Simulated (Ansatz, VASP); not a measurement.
**One calculation of InAs, two programs**

```
In As
1.0
     0.00000    2.90889    2.90889
     2.90889    0.00000    2.90889
     2.90889    2.90889    0.00000
In As
1 1
Direct
  0.00000 0.00000 0.00000
  0.25000 0.25000 0.25000
```

Change from the starting cell: hydrostatic strain -4.8%.

Alike in both runs: task single point; functional HSE06; k mesh 6 × 6 × 6; no spin polarisation.

|  | VASP | Ansatz |
| --- | --- | --- |
| version | VASP 6.6.1 | Ansatz 0.2.0 |
| potentials or method | VASP PAW PBE potentials, release 64 (In_d, As) | plane waves, PAW |
| plane-wave cutoff (eV) | 520 | 420 |
| occupations | gaussian, width 0.01 eV | fixed |
| valence electrons in the cell | 18 | 28 |

```csv
,VASP,Ansatz,Ansatz less VASP
gap on the k mesh at the Fermi level (eV),1.22,1.22,-0.005
pressure (GPa),11.6,11.9,+0.25
```

VASP's potentials hold 18 valence electrons a cell and Ansatz's 28, so a difference there can come from the potentials and not from the codes. Ansatz's warnings: stress exchange threshold loose, stress scf threshold loose.
